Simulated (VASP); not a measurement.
# SiGe4 in VASP: further runs, part 2 of 2

VASP 6.6.1. The steps go on from the part before.

## Step 4: Single point, PBE

Contents of INCAR:

```
ALGO     = Normal         # electronic algorithm
DIPOL    = 0.5 0.5 0.350
EDIFF    = 1E-7           # SCF threshold, eV
ENCUT    = 520            # plane-wave cutoff, eV
GGA      = PE             # functional
IDIPOL   = 3            
ISIF     = 2              # what is computed and relaxed
ISMEAR   = 0              # smearing method
LASPH    = T              # aspherical terms in the spheres
LCHARG   = F              # write CHGCAR
LDIPOL   = T            
LREAL    = F              # projectors in reciprocal space
LWAVE    = F              # write WAVECAR
NBANDS   = 38             # bands
NELM     = 80             # most SCF steps
PREC     = Accurate       # precision mode
SIGMA    = 0.1            # smearing width, eV
```

Contents of KPOINTS:

```
k-points
0
Gamma
  9 9 1
```

Contents of POSCAR:

```
SiGe4
1.0
    4.0740542171      0.0000000000      0.0000000000
   -2.0370271085      3.5282344484      0.0000000000
    0.0000000000      0.0000000000     19.7403205846
Ge Si
4 1
Direct
    0.3333333334      0.6666666667      0.2026309544
    0.0000000000      0.0000000000      0.2447585800
    0.0000000000      0.0000000000      0.3792011874
    0.6666666667      0.3333333333      0.4174360061
    1.1111111111      1.2222222222      0.5065355364
```

Potentials or basis: VASP PAW PBE potentials, release 64 (Ge_d, Si).

Started as:

```console
$ cat potpaw_PBE.64/Ge_d/POTCAR potpaw_PBE.64/Si/POTCAR > POTCAR
$ mpirun -np 1 vasp_std > vasp.out
```

OUTCAR:

```text
EDIFF = 1E-7
   ENCUT = 520
   GGA = PE
   ISIF = 2
   ISMEAR = 0
   LASPH = T
   LREAL = F
   NELM = 80
   PREC = Accurate

 ion  position               nearest neighbor table
   1  0.333  0.667  0.203-   2 2.49   2 2.49   2 2.49
   2  0.000  0.000  0.245-   1 2.49   1 2.49   1 2.49   3 2.65
   3  0.000  0.000  0.379-   4 2.47   4 2.47   4 2.47   5 2.63   2 2.65
   4  0.667  0.333  0.417-   3 2.47   3 2.47   3 2.47   5 2.72   5 2.72
   5  0.111  0.222  0.507-   3 2.63   4 2.72   4 2.72

  LATTYP: Found a hexagonal cell.
 ALAT       =     4.0740542171
 C/A-ratio  =     4.8453750325

  Lattice vectors:

 A1 = (   4.0740542171,   0.0000000000,   0.0000000000)
 A2 = (  -2.0370271085,   3.5282344484,   0.0000000000)
 A3 = (   0.0000000000,   0.0000000000,  19.7403205846)

Analysis of symmetry for initial positions (statically):
=====================================================================
 Subroutine PRICEL returns:
 Original cell was already a primitive cell.

 Routine SETGRP: Setting up the symmetry group for a
 hexagonal supercell.

 Subroutine GETGRP returns: Found  2 space group operations
 (whereof  2 operations were pure point group operations)
 out of a pool of 24 trial point group operations.

The static configuration has the point symmetry C_1h.

Analysis of symmetry for dynamics (positions and initial velocities):
=====================================================================
 Subroutine PRICEL returns:
 Original cell was already a primitive cell.

 Routine SETGRP: Setting up the symmetry group for a
 hexagonal supercell.

 Subroutine GETGRP returns: Found  2 space group operations
 (whereof  2 operations were pure point group operations)
 out of a pool of 24 trial point group operations.

The dynamic configuration has the point symmetry C_1h.
[... 127 lines left out ...]
  Thomas-Fermi vector in A             =   2.105847
   LORBIT       =      0    0 simple, 1 ext, 2 COOP (PROOUT), +10 PAW based schemes
   GGA     = PE    functional components
   LHFCALC =     F    Hartree Fock is set to
   AEXX    =    0.0000 exact exchange contribution
   IVDW    =     0    specifies the selected vdW correction
   LEPSILON=     F    determine dielectric tensor
   LRPA    =     F    only Hartree local field effects (RPA)
 non-spin polarized calculation
 Gauss-broadening in eV      SIGMA  =   0.10
  energy-cutoff  :      520.00
  volume of cell :      283.75
 maximum number of plane-waves:      7693
   NGX = 15   NGY = 15   NGZ = 73

 dipolmoment           0.000000      0.000000      0.012480 electrons x Angstroem

 number of electron      59.9999956 magnetization

 dipolmoment           0.000000      0.000000     -0.023412 electrons x Angstroem

 Free energy of the ion-electron system (eV)
  ---------------------------------------------------
  ext. energy  EPLUGINS =         0.00000000
  ---------------------------------------------------
  free energy    TOTEN  =       -20.26005838 eV

  energy without entropy =      -20.24393585  energy(sigma->0) =      -20.25199712

 E-fermi :  -0.9595     XC(G=0):  -4.7499

 val. band max:       -0.9788113177   @ k =   0.4444  -0.0000   0.0000
 cond. band min:      -0.9402365125   @ k =  -0.2222   0.1111   0.0000
 fundamental gap:      0.0385748052
 Fermi energy:        -0.9595313565

 k-point     1 :       0.0000    0.0000    0.0000
  band No.  band energies     occupation
      1     -25.8397      2.00000
      2     -25.8257      2.00000
      3     -25.7721      2.00000
      4     -25.7627      2.00000
      5     -25.7168      2.00000
      6     -25.6501      2.00000
[... 973 lines left out ...]
     37       4.0376      0.00000
     38       4.4629      0.00000

 [... further k-points ...]

------------------------ aborting loop because EDIFF is reached ----------------------------------------

 vacuum level on the upper side and lower side of the slab       (xc-potential included)        -0.215         0.130

  FORCE on cell =-STRESS in cart. coord.  units (eV):
  Direction    XX          YY          ZZ          XY          YZ          ZX
  --------------------------------------------------------------------------------------
  -------------------------------------------------------------------------------------
  Total       -1.2459356     -0.3101225      0.7581257     -0.0000000     -0.1770615     -0.0000000
  in kB       -7.0350591     -1.7510780      4.2806859     -0.0000000     -0.9997609     -0.0000000
  external PRESSURE =      -1.5018171 kB  Pullay stress =       0.0000000 kB

 VOLUME and BASIS-vectors are now :
 -----------------------------------------------------------------------------
  energy-cutoff  :      520.00
  volume of cell :      283.75
      direct lattice vectors                 reciprocal lattice vectors
     4.074054217  0.000000000  0.000000000     0.245455742  0.141713939  0.000000000
    -2.037027108  3.528234448  0.000000000     0.000000000  0.283427877  0.000000000
     0.000000000  0.000000000 19.740320585     0.000000000  0.000000000  0.050657739

 POSITION                                       TOTAL-FORCE (eV/Angst)
 -----------------------------------------------------------------------------------
      0.00000      2.35216      4.00000         0.000000      0.036957      0.123053
      0.00000      0.00000      4.83161         0.000000      0.059374     -0.123083
      0.00000      0.00000      7.48555        -0.000000     -0.383859     -1.189059
      2.03703      1.17608      8.24032         0.000000      0.348663      1.190217
      0.00000      0.78405      9.99917        -0.000000     -0.061134     -0.001127
 -----------------------------------------------------------------------------------
    total drift:                               -0.000000      0.000082     -0.000459

  FREE ENERGIE OF THE ION-ELECTRON SYSTEM (eV)
  ---------------------------------------------------
  free  energy   TOTEN  =       -20.2600583830 eV

  energy  without entropy=      -20.2439358510  energy(sigma->0) =      -20.25199712

 vacuum level on the upper side and lower side of the slab         3.572         3.888
```

OSZICAR:

```text
N       E                     dE             d eps       ncg     rms          rms(c)
DAV:   1     0.534108831122E+03    0.53411E+03   -0.31164E+04  2312   0.265E+03
DAV:   2     0.664173253620E+02   -0.46769E+03   -0.45491E+03  2010   0.694E+02
DAV:   3    -0.158701959037E+02   -0.82288E+02   -0.81383E+02  2554   0.192E+02
[... 18 lines left out ...]
DAV:  22    -0.202600551552E+02   -0.49616E-05   -0.25094E-07  1602   0.121E-02    0.527E-04
DAV:  23    -0.202600573669E+02   -0.22117E-05   -0.21442E-07  1554   0.430E-03    0.233E-04
DAV:  24    -0.202600580581E+02   -0.69121E-06   -0.73329E-08  1556   0.303E-03    0.174E-04
DAV:  25    -0.202600582945E+02   -0.23640E-06   -0.29472E-08  1528   0.474E-03    0.935E-05
DAV:  26    -0.202600583830E+02   -0.88472E-07   -0.11846E-08  1448   0.127E-03
   1 F= -.20260058E+02 E0= -.20251997E+02  d E =-.161225E-01
```

stdout:

```text
POSCAR found type information on POSCAR GeSi
 POSCAR found :  2 types and       5 ions
 scaLAPACK will be used
 LDA part: xc-table for (Slater+PW92), standard interpolation
 POSCAR, INCAR and KPOINTS ok, starting setup
 FFT: planning ... GRIDC
 FFT: planning ... GRID_SOFT
 FFT: planning ... GRID
 WAVECAR not read
 entering main loop
```

It took 9.1 min on 1 thread of Intel Xeon 6975P-C, shared host; peak memory 0.49 GiB.

Results:

| Property | Result |
| --- | --- |
| Free energy | -20.2601 eV |
| Largest force | 1.249 eV/Å |
| Band gap on the k mesh | zero (band 30 reaches -0.62 eV, above the bottom of band 31 at -1.13 eV) |

Forces on the atoms (eV/Å):
```
Ge   0.000  0.037  0.123
Ge   0.000  0.059 -0.123
Ge   0.000 -0.384 -1.189
Ge   0.000  0.349  1.190
Si   0.000 -0.061 -0.001
```
